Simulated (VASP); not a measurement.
# CeO2 (Fm-3m) in VASP: further runs

Aim: see how the results for CeO2 move with the level of theory and the settings. Levels: LDA, r2SCAN. Tasks: relaxation of cell and atoms, single point.

All numbers are computed with VASP 6.6.1; they aren't measurements. Logs are shortened: lines on timing, memory, paths and dates and some standing lists are left out, and cuts for length are marked.

## 1. The cell of the first run

It takes space group Fm-3m (No. 225, cubic). The conventional cell has a = 5.464 Å, b = 5.464 Å, c = 5.464 Å, α = 90.00°, β = 90.00°, γ = 90.00°. Within 3.1 Å of Ce (site symmetry m-3m) lie 8 O at 2.37 Å. O (site symmetry -43m) has 4 Ce at 2.37 Å and 6 O at 2.73 Å within 3.1 Å.

## 2. Relaxation of cell and atoms, LDA

File INCAR:

```
SYSTEM = CeO2
PREC = Accurate
ENCUT = 600
EDIFF = 1E-7
ISMEAR = -1
SIGMA = 0.02
LREAL = .FALSE.
LASPH = .TRUE.
NELM = 200
ALGO = Normal
ISIF = 3
LWAVE = .FALSE.
LCHARG = .FALSE.
GGA = CA
IBRION = 2
NSW = 80
EDIFFG = -0.005
GGA_COMPAT = .FALSE.
NELMIN = 4
LMAXMIX = 6
```

File KPOINTS:

```
Automatic mesh
0
G
  8 8 8
  0 0 0
```

File POSCAR:

```
CeO2
1.0
    0.0000000000      2.7321936134      2.7321936134
    2.7321936134      0.0000000000      2.7321936134
    2.7321936134      2.7321936134      0.0000000000
Ce O
1 2
Direct
    0.0000000000      0.0000000000      0.0000000000
    0.2500000000      0.2500000000      0.2500000000
    0.7500000000      0.7500000000      0.7500000000
```

Potentials or basis: VASP PAW LDA potentials, release 64 (Ce, O).

Command:

```bash
cat potpaw_LDA.64/Ce/POTCAR potpaw_LDA.64/O/POTCAR > POTCAR
mpirun -np 1 vasp_std > vasp.out
```

OUTCAR:

```text
SYSTEM = CeO2
   PREC = Accurate
   ENCUT = 600
   EDIFF = 1E-7
   ISMEAR = -1
   LREAL = .FALSE.
   LASPH = .TRUE.
   NELM = 200
   ISIF = 3
   GGA = CA
   IBRION = 2
   NSW = 80
   EDIFFG = -0.005
   NELMIN = 4

 ion  position               nearest neighbor table
   1  0.000  0.000  0.000-   2 2.37   3 2.37   3 2.37   3 2.37   3 2.37   2 2.37   2 2.37   2 2.37

   2  0.250  0.250  0.250-   1 2.37   1 2.37   1 2.37   1 2.37
   3  0.750  0.750  0.750-   1 2.37   1 2.37   1 2.37   1 2.37

  LATTYP: Found a face centered cubic cell.
 ALAT       =     5.4643872268

  Lattice vectors:

 A1 = (   0.0000000000,   2.7321936134,   2.7321936134)
 A2 = (   2.7321936134,   0.0000000000,   2.7321936134)
 A3 = (   2.7321936134,   2.7321936134,   0.0000000000)

Analysis of symmetry for initial positions (statically):
=====================================================================
 Subroutine PRICEL returns:
 Original cell was already a primitive cell.

 Routine SETGRP: Setting up the symmetry group for a
 face centered cubic supercell.

 Subroutine GETGRP returns: Found 48 space group operations
 (whereof 48 operations were pure point group operations)
 out of a pool of 48 trial point group operations.

The static configuration has the point symmetry O_h .

Analysis of symmetry for dynamics (positions and initial velocities):
=====================================================================
 Subroutine PRICEL returns:
 Original cell was already a primitive cell.

 Routine SETGRP: Setting up the symmetry group for a
 face centered cubic supercell.

 Subroutine GETGRP returns: Found 48 space group operations
 (whereof 48 operations were pure point group operations)
 out of a pool of 48 trial point group operations.

The dynamic configuration has the point symmetry O_h .

 Subroutine INISYM returns: Found 48 space group operations
 (whereof 48 operations are pure point group operations),
 and found     1 'primitive' translations

----------------------------------------------------------------------------------------

                                     Primitive cell

  volume of cell :      40.7910

  direct lattice vectors                    reciprocal lattice vectors
     0.000000000  2.732193613  2.732193613    -0.183003136  0.183003136  0.183003136
     2.732193613  0.000000000  2.732193613     0.183003136 -0.183003136  0.183003136
     2.732193613  2.732193613  0.000000000     0.183003136  0.183003136 -0.183003136

  length of vectors
     3.863905263  3.863905263  3.863905263     0.316970730  0.316970730  0.316970730

  position of ions in fractional coordinates (direct lattice)
     0.000000000  0.000000000  0.000000000
     0.250000000  0.250000000  0.250000000
     0.750000000  0.750000000  0.750000000

  ion indices of the primitive-cell ions
   primitive index   ion index
                 1           1
                 2           2
                 3           3

----------------------------------------------------------------------------------------

 KPOINTS: Automatic mesh

Automatic generation of k-mesh.
 Grid dimensions read from file:
 generate k-points for:    8    8    8

 Generating k-lattice:

  Cartesian coordinates                     Fractional coordinates (reciprocal lattice)
    -0.022875392  0.022875392  0.022875392     0.125000000  0.000000000  0.000000000
     0.022875392 -0.022875392  0.022875392     0.000000000  0.125000000  0.000000000
     0.022875392  0.022875392 -0.022875392     0.000000000  0.000000000  0.125000000

  Length of vectors
     0.039621341  0.039621341  0.039621341

  Shift w.r.t. Gamma in fractional coordinates (k-lattice)
     0.000000000  0.000000000  0.000000000

 Subroutine IBZKPT returns following result:
 ===========================================

 Found     29 irreducible k-points:

 Following reciprocal coordinates:
            Coordinates               Weight
  0.000000  0.000000  0.000000      1.000000
  0.125000  0.000000  0.000000      8.000000
  0.250000  0.000000  0.000000      8.000000
  0.375000  0.000000  0.000000      8.000000
  0.500000  0.000000  0.000000      4.000000
  0.125000  0.125000  0.000000      6.000000
[... 16 lines left out ...]
  0.500000  0.250000  0.125000     48.000000
 -0.375000  0.250000  0.125000     24.000000
 [... further k-points ...]
   k-points           NKPTS =     29   k-points in BZ     NKDIM =     29   number of bands    NBANDS=     16
   number of dos      NEDOS =    301   number of ions     NIONS =      3
   total plane-waves  NPLWV =  32768
   dimension x,y,z NGX =    32 NGY =   32 NGZ =   32
   dimension x,y,z NGXF=    64 NGYF=   64 NGZF=   64
   ions per type =               1   2
   NGX,Y,Z   is equivalent  to a cutoff of  13.77, 13.77, 13.77 a.u.
   NGXF,Y,Z  is equivalent  to a cutoff of  27.54, 27.54, 27.54 a.u.
 SYSTEM =  CeO2
   PREC   = accura    normal or accurate (medium, high low for compatibility)
   ISTART =      0    job   : 0-new  1-cont  2-samecut
   ICHARG =      2    charge: 1-file 2-atom 10-const
   ISPIN  =      1    spin polarized calculation?
   LNONCOLLINEAR =      F non collinear calculations
   LSORBIT =      F    spin-orbit coupling
   LASPH  =      T    aspherical Exc in radial PAW
   ENCUT  =  600.0 eV  44.10 Ry    6.64 a.u.   7.72  7.72  7.72*2*pi/ulx,y,z
   NELM   =    200;   NELMIN=  4; NELMDL= -5     # of ELM steps
   EDIFF  = 0.1E-06   stopping-criterion for ELM
   LREAL  =      F    real-space projection
   EDIFFG = -.5E-02   stopping-criterion for IOM
   NSW    =     80    number of steps for IOM
   IBRION =      2    ionic relax: 0-MD 1-quasi-New 2-CG
   NFREE  =      1    steps in history (QN), initial steepest desc. (CG)
   ISIF   =      3    stress and relaxation
   ISYM   =      2    0-nonsym 1-usesym 2-fastsym
   POTIM  = 0.5000    time-step for ionic-motion
   TEBEG  =    0.0;   TEEND  =   0.0 temperature during run
   PSTRESS=    0.0 pullay stress
   NELECT =      24.0000    total number of electrons
   NUPDOWN=      -1.0000    fix difference up-down
   EMIN   =  10.00;   EMAX   =-10.00  energy-range for DOS
   EFERMI =   0.00;   METHOD = LEGACY
   ISMEAR =    -1;   SIGMA  =   0.02  broadening in eV -4-tet -1-fermi 0-gaus
   EFERMI_NEDOS =   21; number of points for ismear=-14 and -15
   IALGO  =     38    algorithm
   IMIX   =      4    mixing-type and parameters
     AMIX     =   0.40;   BMIX     =  1.00
     AMIX_MAG =   1.60;   BMIX_MAG =  1.00
  volume/ion in A,a.u.               =      13.60        91.76
  Fermi-wavevector in a.u.,A,eV,Ry     =   1.371799  2.592324 25.603881  1.881832
  Thomas-Fermi vector in A             =   2.497463
   LORBIT       =      0    0 simple, 1 ext, 2 COOP (PROOUT), +10 PAW based schemes
   GGA     = CA    functional components
   LHFCALC =     F    Hartree Fock is set to
   AEXX    =    0.0000 exact exchange contribution
   IVDW    =     0    specifies the selected vdW correction
   LEPSILON=     F    determine dielectric tensor
   LRPA    =     F    only Hartree local field effects (RPA)
 conjugate gradient relaxation of ions
 non-spin polarized calculation
  energy-cutoff  :      600.00
  volume of cell :       40.79
 maximum number of plane-waves:      1380
   NGX = 15   NGY = 15   NGZ = 15

--------------------------------------- Ionic step        1  -------------------------------------------

 number of electron      23.9999993 magnetization

 Free energy of the ion-electron system (eV)
  ---------------------------------------------------
  ext. energy  EPLUGINS =         0.00000000
  ---------------------------------------------------
  free energy    TOTEN  =       -28.78791555 eV

  energy without entropy =      -28.78791555  energy(sigma->0) =      -28.78791555

------------------------ aborting loop because EDIFF is reached ----------------------------------------

  FORCE on cell =-STRESS in cart. coord.  units (eV):
  Direction    XX          YY          ZZ          XY          YZ          ZX
  --------------------------------------------------------------------------------------
  -------------------------------------------------------------------------------------
  Total       -2.6187813     -2.6187813     -2.6187813     -0.0000000      0.0000000     -0.0000000
  in kB     -102.8597350   -102.8597350   -102.8597350     -0.0000000      0.0000000     -0.0000000
  external PRESSURE =    -102.8597350 kB  Pullay stress =       0.0000000 kB
[... 96 lines left out ...]
  energy  without entropy=      -28.8646516679  energy(sigma->0) =      -28.86465167

--------------------------------------- Ionic step        4  -------------------------------------------

 number of electron      24.0000000 magnetization

 Free energy of the ion-electron system (eV)
  ---------------------------------------------------
  ext. energy  EPLUGINS =         0.00000000
  ---------------------------------------------------
  free energy    TOTEN  =       -28.86467389 eV

  energy without entropy =      -28.86467389  energy(sigma->0) =      -28.86467389

 E-fermi :   5.7085     XC(G=0): -11.9625

 val. band max:        5.2724431445   @ k =  -0.2500   0.2500   0.0000
 cond. band min:       7.2208642841   @ k =   0.5000   0.0000   0.0000
 fundamental gap:      1.9484211396
 Fermi energy:         5.7085475805

 k-point     1 :       0.0000    0.0000    0.0000
  band No.  band energies     occupation
      1     -26.8609      2.00000
      2     -10.8193      2.00000
      3      -9.8286      2.00000
      4      -9.0406      2.00000
      5      -9.0406      2.00000
      6      -9.0406      2.00000
[... 8 lines left out ...]
     15       7.5590      0.00000
     16       7.8648      0.00000
[... 420 lines left out ...]
  band No.  band energies     occupation
      1     -26.5664      2.00000
      2     -12.9405      2.00000
      3     -11.9567      2.00000
      4      -9.5017      2.00000
      5      -7.9652      2.00000
      6      -6.8353      2.00000
[... 8 lines left out ...]
     15       7.5127      0.00000
     16       7.5599      0.00000

 [... further k-points ...]

------------------------ aborting loop because EDIFF is reached ----------------------------------------

  FORCE on cell =-STRESS in cart. coord.  units (eV):
  Direction    XX          YY          ZZ          XY          YZ          ZX
  --------------------------------------------------------------------------------------
  -------------------------------------------------------------------------------------
  Total        0.0074325      0.0074325      0.0074325     -0.0000000      0.0000000     -0.0000000
  in kB        0.3091918      0.3091918      0.3091918     -0.0000000      0.0000000     -0.0000000
  external PRESSURE =       0.3091918 kB  Pullay stress =       0.0000000 kB
[... 18 lines left out ...]
  FREE ENERGIE OF THE ION-ELECTRON SYSTEM (eV)
  ---------------------------------------------------
  free  energy   TOTEN  =       -28.8646738881 eV

  energy  without entropy=      -28.8646738881  energy(sigma->0) =      -28.86467389

 reached required accuracy - stopping structural energy minimisation
```

Wall time 65 s (1 thread of Intel Xeon 6975P-C (Granite Rapids), shared host); peak memory 0.19 GiB.

Results:

- Free energy: -28.8647 eV
- Relaxed volume: 12.84 Å³/atom
- Relaxed cell: a = 3.791 Å, b = 3.791 Å, c = 3.791 Å, α = 60.00°, β = 60.00°, γ = 60.00°
- Space group after relaxing (to 0.1 Å): Fm-3m (No. 225)
- Energy gained by relaxing: 25.6 meV/atom
- Ionic steps: 4
- Pressure after relaxing: 0.0 GPa
- Band gap on the k mesh: 1.95 eV (least direct gap 2.06 eV)

Step by step:
```tsv
step	energy change (eV)	largest force (eV/Å)	pressure (GPa)	volume (Å³)
1	0.0000	0.0000	-10.29	40.79
2	0.0574	0.0000	17.18	35.85
3	-0.0767	0.0000	-0.20	38.56
4	-0.0768	0.0000	0.03	38.51
```

Final structure:
```yaml
crystal:
  lattice:
    - [0.00000, 2.68038, 2.68038]
    - [2.68038, 0.00000, 2.68038]
    - [2.68038, 2.68038, 0.00000]
  atoms:
    - { symbol: Ce, position: [0.00000, 0.00000, 0.00000] }
    - { symbol: O, position: [0.25000, 0.25000, 0.25000] }
    - { symbol: O, position: [0.75000, 0.75000, 0.75000] }
```

Caveat: spin-orbit coupling is left out, which moves the levels of the heavy elements.

(Continued in part 2 of 2.)
